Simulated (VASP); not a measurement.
# As (P4/mmm) in VASP: notebook

Runs on As. Level: LDA. Tasks: single point.

Everything below comes from runs of VASP 6.6.1. Logs are shortened: lines on timing, memory, paths and dates and some standing lists are left out, and cuts for length are marked.

### Step 1. The cell of the first run

Symmetry: P4/mmm, No. 123, tetragonal system. The conventional cell has a = 2.623 Å, b = 2.623 Å, c = 2.663 Å, α = 90.00°, β = 90.00°, γ = 90.00°. Within 3.5 Å of As (site symmetry 4/mmm) lie 6 As at 2.62 to 2.66 Å.

This isn't the form of As at room conditions, which is rhombohedral.

### Step 2. Single point, LDA (strain -0.030 along x and y, -0.015 along z)

The input, INCAR:

```
PREC     = Accurate       # precision mode
ENCUT    = 520            # plane-wave cutoff, eV
EDIFF    = 1E-6           # SCF threshold, eV
ISMEAR   = 0              # smearing method
SIGMA    = 0.15           # smearing width, eV
LREAL    = False          # projectors in reciprocal space
LASPH    = True           # aspherical terms in the spheres
NELM     = 60             # most SCF steps
ALGO     = Normal         # electronic algorithm
ISIF     = 2              # what is computed and relaxed
LWAVE    = False          # write WAVECAR
LCHARG   = False          # write CHGCAR
NBANDS   = 8              # bands
```

The input, KPOINTS:

```
regular mesh
0
Gamma
  18 18 18
```

The input, POSCAR:

```
As
1.0
    2.6225712921      0.0000000000      0.0000000000
    0.0000000000      2.6225712921      0.0000000000
    0.0000000000      0.0000000000      2.6631265182
As
1
Direct
    0.5000000000      0.5000000000      0.5000000000
```

Potentials or basis: VASP PAW LDA potentials, release 64 (As).

The run is started by

```
$ cat potpaw_LDA.64/As/POTCAR > POTCAR
$ mpirun -np 1 vasp_std > vasp.out
```

OUTCAR:

```text
PREC = Accurate
   ENCUT = 520
   EDIFF = 1E-6
   ISMEAR = 0
   LREAL = False
   LASPH = True
   NELM = 60
   ISIF = 2

 ion  position               nearest neighbor table
   1  0.500  0.500  0.500-

  LATTYP: Found a simple tetragonal cell.
 ALAT       =     2.6225712921
 C/A-ratio  =     1.0154639175

  Lattice vectors:

 A1 = (   2.6225712921,   0.0000000000,   0.0000000000)
 A2 = (   0.0000000000,   2.6225712921,   0.0000000000)
 A3 = (   0.0000000000,   0.0000000000,   2.6631265182)

Analysis of symmetry for initial positions (statically):
=====================================================================
 Subroutine PRICEL returns:
 Original cell was already a primitive cell.

 Routine SETGRP: Setting up the symmetry group for a
 simple tetragonal supercell.

 Subroutine GETGRP returns: Found 16 space group operations
 (whereof 16 operations were pure point group operations)
 out of a pool of 16 trial point group operations.

The static configuration has the point symmetry D_4h.

Analysis of symmetry for dynamics (positions and initial velocities):
=====================================================================
 Subroutine PRICEL returns:
 Original cell was already a primitive cell.

 Routine SETGRP: Setting up the symmetry group for a
 simple tetragonal supercell.

 Subroutine GETGRP returns: Found 16 space group operations
 (whereof 16 operations were pure point group operations)
 out of a pool of 16 trial point group operations.

The dynamic configuration has the point symmetry D_4h.

 Subroutine INISYM returns: Found 16 space group operations
 (whereof 16 operations are pure point group operations),
 and found     1 'primitive' translations

----------------------------------------------------------------------------------------

                                     Primitive cell

  volume of cell :      18.3167

  direct lattice vectors                    reciprocal lattice vectors
     2.622571292  0.000000000  0.000000000     0.381305173  0.000000000  0.000000000
     0.000000000  2.622571292  0.000000000     0.000000000  0.381305173  0.000000000
     0.000000000  0.000000000  2.663126518     0.000000000  0.000000000  0.375498495

  length of vectors
     2.622571292  2.622571292  2.663126518     0.381305173  0.381305173  0.375498495

  position of ions in fractional coordinates (direct lattice)
     0.500000000  0.500000000  0.500000000

  ion indices of the primitive-cell ions
   primitive index   ion index
                 1           1

----------------------------------------------------------------------------------------

 KPOINTS: regular mesh

Automatic generation of k-mesh.
 Grid dimensions read from file:
 generate k-points for:   18   18   18

 Generating k-lattice:

  Cartesian coordinates                     Fractional coordinates (reciprocal lattice)
     0.021183621  0.000000000  0.000000000     0.055555556  0.000000000  0.000000000
     0.000000000  0.021183621  0.000000000     0.000000000  0.055555556  0.000000000
     0.000000000  0.000000000  0.020861028     0.000000000  0.000000000  0.055555556

  Length of vectors
     0.021183621  0.021183621  0.020861028

  Shift w.r.t. Gamma in fractional coordinates (k-lattice)
     0.000000000  0.000000000  0.000000000

 Subroutine IBZKPT returns following result:
 ===========================================

 Found    550 irreducible k-points:

 Following reciprocal coordinates:
            Coordinates               Weight
  0.000000  0.000000  0.000000      1.000000
  0.055556  0.000000  0.000000      4.000000
  0.111111  0.000000  0.000000      4.000000
  0.166667  0.000000  0.000000      4.000000
  0.222222  0.000000  0.000000      4.000000
  0.277778  0.000000  0.000000      4.000000
[... 16 lines left out ...]
  0.277778  0.111111  0.000000      8.000000
  0.333333  0.111111  0.000000      8.000000
 [... further k-points ...]
   k-points           NKPTS =    550   k-points in BZ     NKDIM =    550   number of bands    NBANDS=      8
   number of dos      NEDOS =    301   number of ions     NIONS =      1
   total plane-waves  NPLWV =   8000
   dimension x,y,z NGX =    20 NGY =   20 NGZ =   20
   dimension x,y,z NGXF=    40 NGYF=   40 NGZF=   40
   ions per type =               1
   NGX,Y,Z   is equivalent  to a cutoff of  12.68, 12.68, 12.49 a.u.
   NGXF,Y,Z  is equivalent  to a cutoff of  25.36, 25.36, 24.97 a.u.
 SYSTEM =  unknown system
   PREC   = accura    normal or accurate (medium, high low for compatibility)
   ISTART =      0    job   : 0-new  1-cont  2-samecut
   ICHARG =      2    charge: 1-file 2-atom 10-const
   ISPIN  =      1    spin polarized calculation?
   LNONCOLLINEAR =      F non collinear calculations
   LSORBIT =      F    spin-orbit coupling
   LASPH  =      T    aspherical Exc in radial PAW
   ENCUT  =  520.0 eV  38.22 Ry    6.18 a.u.   4.88  4.88  4.95*2*pi/ulx,y,z
   NELM   =     60;   NELMIN=  2; NELMDL= -5     # of ELM steps
   EDIFF  = 0.1E-05   stopping-criterion for ELM
   LREAL  =      F    real-space projection
   EDIFFG = 0.1E-04   stopping-criterion for IOM
   NSW    =      0    number of steps for IOM
   IBRION =     -1    ionic relax: 0-MD 1-quasi-New 2-CG
   NFREE  =      0    steps in history (QN), initial steepest desc. (CG)
   ISIF   =      2    stress and relaxation
   ISYM   =      2    0-nonsym 1-usesym 2-fastsym
   POTIM  = 0.5000    time-step for ionic-motion
   TEBEG  =    0.0;   TEEND  =   0.0 temperature during run
   PSTRESS=    0.0 pullay stress
   NELECT =       5.0000    total number of electrons
   NUPDOWN=      -1.0000    fix difference up-down
   EMIN   =  10.00;   EMAX   =-10.00  energy-range for DOS
   EFERMI =   0.00;   METHOD = LEGACY
   ISMEAR =     0;   SIGMA  =   0.15  broadening in eV -4-tet -1-fermi 0-gaus
   EFERMI_NEDOS =   21; number of points for ismear=-14 and -15
   IALGO  =     38    algorithm
   IMIX   =      4    mixing-type and parameters
     AMIX     =   0.40;   BMIX     =  1.00
     AMIX_MAG =   1.60;   BMIX_MAG =  1.00
  volume/ion in A,a.u.               =      18.32       123.61
  Fermi-wavevector in a.u.,A,eV,Ry     =   1.061979  2.006850 15.344650  1.127800
  Thomas-Fermi vector in A             =   2.197414
   LORBIT       =      0    0 simple, 1 ext, 2 COOP (PROOUT), +10 PAW based schemes
   GGA     = CA    functional components
   LHFCALC =     F    Hartree Fock is set to
   AEXX    =    0.0000 exact exchange contribution
   IVDW    =     0    specifies the selected vdW correction
   LEPSILON=     F    determine dielectric tensor
   LRPA    =     F    only Hartree local field effects (RPA)
 non-spin polarized calculation
 Gauss-broadening in eV      SIGMA  =   0.15
  energy-cutoff  :      520.00
  volume of cell :       18.32
 maximum number of plane-waves:       508
 NGX is ok and might be reduce to    20
   NGX =  9   NGY =  9   NGZ =  9

 number of electron       5.0000000 magnetization

 Free energy of the ion-electron system (eV)
  ---------------------------------------------------
  ext. energy  EPLUGINS =         0.00000000
  ---------------------------------------------------
  free energy    TOTEN  =        -5.30790292 eV

  energy without entropy =       -5.30324029  energy(sigma->0) =       -5.30557161

 E-fermi :   6.9213     XC(G=0): -10.9149

 val. band max:        6.9090475884   @ k =   0.3333   0.0556   0.2222
 cond. band min:       6.9216935876   @ k =   0.2778   0.2778   0.4444
 fundamental gap:      0.0126459992
 Fermi energy:         6.9213252957

 k-point     1 :       0.0000    0.0000    0.0000
  band No.  band energies     occupation
      1      -8.8395      2.00000
      2      10.8876      0.00000
      3      11.4511      0.00000
      4      11.4511      0.00000
      5      15.3633      0.00000
      6      15.6492      0.00000
      7      18.0036      0.00000
      8      32.6105      0.00000

 k-point     2 :       0.0556    0.0000    0.0000
  band No.  band energies     occupation
      1      -8.7774      2.00000
      2      10.5523      0.00000
      3      10.9437      0.00000
      4      11.5072      0.00000
      5      15.4592      0.00000
      6      16.2614      0.00000
      7      18.4042      0.00000
      8      31.5045      0.00000

 k-point     3 :       0.1111    0.0000    0.0000
  band No.  band energies     occupation
      1      -8.5919      2.00000
      2       8.8224      0.00000
      3      11.1099      0.00000
      4      11.6734      0.00000
      5      15.6309      0.00000
      6      17.0131      0.00000
      7      19.8311      0.00000
      8      29.7351      0.00000

 k-point     4 :       0.1667    0.0000    0.0000
  band No.  band energies     occupation
      1      -8.2852      2.00000
      2       6.9666      0.66934
      3      11.3795      0.00000
      4      11.9428      0.00000
      5      15.9023      0.00000
      6      17.4979      0.00000
      7      21.9191      0.00000
      8      27.9866      0.00000

 k-point     5 :       0.2222    0.0000    0.0000
  band No.  band energies     occupation
      1      -7.8626      2.00000
      2       5.1614      2.00000
      3      11.7396      0.00000
      4      12.3025      0.00000
      5      16.2720      0.00000
      6      17.9759      0.00000
      7      24.0771      0.00000
      8      26.3496      0.00000
[... 177 lines left out ...]
 k-point    22 :       0.2222    0.1111    0.0000
  band No.  band energies     occupation
      1      -7.6151      2.00000
      2       5.3855      2.00000
      3       9.7523      0.00000
      4      11.9608      0.00000
      5      16.9969      0.00000
      6      20.2135      0.00000
      7      23.1929      0.00000
      8      25.2847      0.00000

 k-point    23 :       0.2778    0.1111    0.0000
  band No.  band energies     occupation
      1      -7.0869      2.00000
      2       3.7014      2.00000
      3      10.2086      0.00000
      4      12.3887      0.00000
      5      17.4829      0.00000
      6      20.2806      0.00000
      7      22.6434      0.00000
      8      25.0738      0.00000

 k-point    24 :       0.3333    0.1111    0.0000
  band No.  band energies     occupation
      1      -6.4750      2.00000
      2       2.1742      2.00000
      3      10.7157      0.00000
      4      12.8488      0.00000
      5      18.0255      0.00000
      6      19.8334      0.00000
      7      22.3837      0.00000
      8      23.7933      0.00000

 [... further k-points ...]

------------------------ aborting loop because EDIFF is reached ----------------------------------------

  FORCE on cell =-STRESS in cart. coord.  units (eV):
  Direction    XX          YY          ZZ          XY          YZ          ZX
  --------------------------------------------------------------------------------------
  -------------------------------------------------------------------------------------
  Total        0.6611534      0.6611534      0.3968595      0.0000000     -0.0000000      0.0000000
  in kB       57.8317569     57.8317569     34.7137011      0.0000000     -0.0000000      0.0000000
  external PRESSURE =      50.1257383 kB  Pullay stress =       0.0000000 kB

 VOLUME and BASIS-vectors are now :
 -----------------------------------------------------------------------------
  energy-cutoff  :      520.00
  volume of cell :       18.32
      direct lattice vectors                 reciprocal lattice vectors
     2.622571292  0.000000000  0.000000000     0.381305173  0.000000000  0.000000000
     0.000000000  2.622571292  0.000000000     0.000000000  0.381305173  0.000000000
     0.000000000  0.000000000  2.663126518     0.000000000  0.000000000  0.375498495

 POSITION                                       TOTAL-FORCE (eV/Angst)
 -----------------------------------------------------------------------------------
      1.31129      1.31129      1.33156         0.000000      0.000000      0.000000
 -----------------------------------------------------------------------------------
    total drift:                                0.000000     -0.000000      0.000000

  FREE ENERGIE OF THE ION-ELECTRON SYSTEM (eV)
  ---------------------------------------------------
  free  energy   TOTEN  =        -5.3079029240 eV

  energy  without entropy=       -5.3032402902  energy(sigma->0) =       -5.30557161
```

Wall time 52 s (1 thread of AMD EPYC 7R13, shared host); peak memory 0.15 GiB.

What came out:

```yaml
Free_energy: -5.3079 eV
Pressure: 5.0 GPa
Band_gap_on_the_k_mesh: zero (an odd number of electrons rules out a gap without spin polarisation)
```

Caveat: the cell differs from its parent crystal (strain -0.030 along x and y, -0.015 along z); the cell stands under pressure.

[end of part 1 of 2]
